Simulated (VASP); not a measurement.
# Al2Cu (I4/mcm) in VASP: further runs, part 2 of 2

VASP 6.6.1. Earlier steps stand in the parts before.

### 5 Single point, PBEsol

This run uses another cell than the first one, of 15.16 Å³/atom.

INCAR reads:

```
ALGO     = Fast           # electronic algorithm
EDIFF    = 1E-6           # SCF threshold, eV
ENCUT    = 520            # plane-wave cutoff, eV
GGA      = PS             # functional
ISIF     = 2              # what is computed and relaxed
ISMEAR   = 0              # smearing method
LASPH    = True           # aspherical terms in the spheres
LCHARG   = False          # write CHGCAR
LREAL    = False          # projectors in reciprocal space
LWAVE    = False          # write WAVECAR
NBANDS   = 26             # bands
NELM     = 100            # most SCF steps
PREC     = Accurate       # precision mode
SIGMA    = 0.15           # smearing width, eV
```

KPOINTS reads:

```
k-points
0
Gamma
  10 10 10
```

POSCAR reads:

```
Al2Cu
1.0
   -3.1163500000      3.1163500000      2.3414000000
    3.1163500000     -3.1163500000      2.3414000000
    3.1163500000      3.1163500000     -2.3414000000
Al Cu
4 2
Direct
    0.1593210787      0.6593210787      0.8186421574
    0.6593210787      0.8406789213      0.5000000000
    0.8406789213      0.3406789213      0.1813578426
    0.3406789213      0.1593210787      0.5000000000
    0.7500000000      0.7500000000      0.0000000000
    0.2500000000      0.2500000000      0.0000000000
```

Potentials or basis: VASP PAW PBE potentials, release 64 (Al, Cu).

Launch:

```console
$ cat potpaw_PBE.64/Al/POTCAR potpaw_PBE.64/Cu/POTCAR > POTCAR
$ mpirun -np 1 vasp_std > vasp.out
```

OUTCAR:

```text
EDIFF = 1E-6
   ENCUT = 520
   GGA = PS
   ISIF = 2
   ISMEAR = 0
   LASPH = True
   LREAL = False
   NELM = 100
   PREC = Accurate

 ion  position               nearest neighbor table
   1  0.159  0.659  0.819-   5 2.62   6 2.62   5 2.62   6 2.62   3 2.81   3 2.84   3 2.84   4 3.07
                             2 3.07   2 3.07   4 3.07   4 3.32   2 3.32   2 3.32   4 3.32
   2  0.659  0.841  0.500-   6 2.62   5 2.62   5 2.62   6 2.62   4 2.81   4 2.84   4 2.84   3 3.07
[... 916 lines left out ...]
  -------------------------------------------------------------------------------------
  Total       -4.1374812     -4.1374812      1.4380037      0.0000000      0.0000000      0.0000000
  in kB      -72.8817103    -72.8817103     25.3304286      0.0000000      0.0000000      0.0000000
  external PRESSURE =     -40.1443306 kB  Pullay stress =       0.0000000 kB

 VOLUME and BASIS-vectors are now :
 -----------------------------------------------------------------------------
  energy-cutoff  :      520.00
  volume of cell :       90.96
      direct lattice vectors                 reciprocal lattice vectors
    -3.116350000  3.116350000  2.341400000     0.000000000  0.160444109  0.213547450
     3.116350000 -3.116350000  2.341400000     0.160444109  0.000000000  0.213547450
     3.116350000  3.116350000 -2.341400000     0.160444109  0.160444109  0.000000000

 POSITION                                       TOTAL-FORCE (eV/Angst)
 -----------------------------------------------------------------------------------
      4.10935      0.99300      0.00000        -0.095704     -0.095704      0.000000
      2.12335      0.99300      2.34140         0.095704     -0.095704     -0.000000
     -0.99300      2.12335      2.34140         0.095704      0.095704     -0.000000
      0.99300      2.12335      0.00000        -0.095704      0.095704      0.000000
      0.00000      0.00000      3.51210         0.000000      0.000000     -0.000000
      0.00000      0.00000      1.17070         0.000000      0.000000     -0.000000
 -----------------------------------------------------------------------------------
    total drift:                               -0.000000     -0.000000      0.000000

  FREE ENERGIE OF THE ION-ELECTRON SYSTEM (eV)
  ---------------------------------------------------
  free  energy   TOTEN  =       -25.8441237927 eV

  energy  without entropy=      -25.8196225559  energy(sigma->0) =      -25.83187317
```

OSZICAR:

```text
N       E                     dE             d eps       ncg     rms          rms(c)
DAV:   1     0.181363188177E+03    0.18136E+03   -0.13566E+04  5304   0.145E+03
DAV:   2    -0.188994434910E+02   -0.20026E+03   -0.18798E+03  5314   0.285E+02
DAV:   3    -0.304479123816E+02   -0.11548E+02   -0.10831E+02  6864   0.885E+01
DAV:   4    -0.307940069225E+02   -0.34609E+00   -0.34386E+00  8050   0.131E+01
DAV:   5    -0.307994161722E+02   -0.54092E-02   -0.54080E-02  7842   0.163E+00    0.220E+01
RMM:   6    -0.366216587612E+02   -0.58222E+01   -0.10867E+02  6484   0.138E+02    0.193E+01
RMM:   7    -0.262299707340E+02    0.10392E+02   -0.33140E+01  5616   0.803E+01    0.345E+00
RMM:   8    -0.259068012703E+02    0.32317E+00   -0.20777E+00  5775   0.197E+01    0.119E+00
RMM:   9    -0.258478493412E+02    0.58952E-01   -0.48401E-01  5971   0.285E+00    0.473E-01
RMM:  10    -0.258555511906E+02   -0.77018E-02   -0.96405E-02  6442   0.376E+00    0.795E-01
RMM:  11    -0.258438279507E+02    0.11723E-01   -0.27820E-02  6402   0.224E+00    0.166E-01
RMM:  12    -0.258440878501E+02   -0.25990E-03   -0.48775E-03  7576   0.472E-01    0.656E-02
RMM:  13    -0.258441317178E+02   -0.43868E-04   -0.70116E-04  7820   0.171E-01    0.175E-02
RMM:  14    -0.258441302366E+02    0.14811E-05   -0.11993E-04  6816   0.135E-01    0.306E-02
RMM:  15    -0.258441244607E+02    0.57760E-05   -0.40487E-05  7122   0.627E-02    0.129E-02
RMM:  16    -0.258441259691E+02   -0.15084E-05   -0.12443E-05  6472   0.230E-02    0.126E-02
RMM:  17    -0.258441237171E+02    0.22519E-05   -0.81115E-06  6046   0.346E-02    0.208E-03
RMM:  18    -0.258441237927E+02   -0.75518E-07   -0.20951E-06  4709   0.968E-03
   1 F= -.25844124E+02 E0= -.25831873E+02  d E =-.245012E-01
```

Wall time 3.4 min (1 thread of AMD EPYC 9R45 (Zen 5), shared host); peak memory 0.34 GiB.

Results:

- Free energy: -25.8441 eV
- Pressure: -4.0 GPa
- Largest force: 0.135 eV/Å
- Band gap on the k mesh: zero (bands 17 and 18 overlap by 4.72 eV)

Forces on the atoms (eV/Å):
```
Al  -0.096 -0.096  0.000
Al   0.096 -0.096  0.000
Al   0.096  0.096  0.000
Al  -0.096  0.096  0.000
Cu   0.000  0.000  0.000
Cu   0.000  0.000  0.000
```

Stress tensor (GPa, compression positive):
```
-7.29  0.00  0.00
 0.00 -7.29  0.00
 0.00  0.00  2.53
```

Levels at points of the mesh, in eV from the Fermi level:
```csv
k point,band 13,band 14,band 15,band 16,band 17,band 18,band 19,band 20,band 21,band 22
"(0.00, 0.00, 0.00)",-3.08,-2.36,-1.16,-1.04,-1.04,-0.98,-0.01,0.11,1.69,1.69
"(0.50, 0.00, 0.00)",-3.17,-3.17,-2.69,-2.69,-0.08,-0.08,3.45,3.45,3.79,3.79
"(0.50, 0.50, 0.00)",-2.53,-2.33,-1.88,-1.69,-0.69,-0.40,0.22,0.60,4.43,4.74
"(0.50, 0.50, 0.50)",-3.47,-3.08,-3.08,-1.62,2.80,2.96,2.96,3.02,4.16,4.85
```

Caveat: the cell stands under tension; the PAW data sets were made with another functional, which shifts forces and pressure a little.

### 6 Overview

| cell | further INCAR settings | gap on the mesh (eV) | pressure (GPa) | largest force (eV/Å) |
| --- | --- | --- | --- | --- |
| a = 4.913 Å, angles 104.8, 104.8, 119.2°, 6 atoms | ALGO = Fast; EDIFF = 1e-07; NBANDS = 26 | none | -2.8 | 0.09 |
| a = 4.965 Å, angles 103.1, 103.1, 123.1°, 6 atoms | ALGO = Fast; EDIFF = 1e-07; NBANDS = 26 | none | -3.4 | 0.10 |
| a = 4.979 Å, angles 102.5, 102.5, 124.5°, 6 atoms | ALGO = Fast; EDIFF = 1e-06; NBANDS = 26 | none | -2.9 | 0.16 |
| a = 4.991 Å, angles 102.7, 102.7, 124.0°, 6 atoms | ALGO = Fast; EDIFF = 1e-06; NBANDS = 26 | none | -4.0 | 0.14 |

Alike in all rows: task single point; level PBEsol; potentials or basis VASP PAW PBE potentials, release 64 (Al, Cu); no spin polarisation; k mesh 10 × 10 × 10; cutoff (eV) 520; smearing gaussian 0.15 eV.

Caveats: the PAW data sets were made with another functional, which shifts forces and pressure a little; the cell stands under tension (at least some runs).

Total energies depend on the potentials used, so only differences within one code and one set of settings carry meaning.
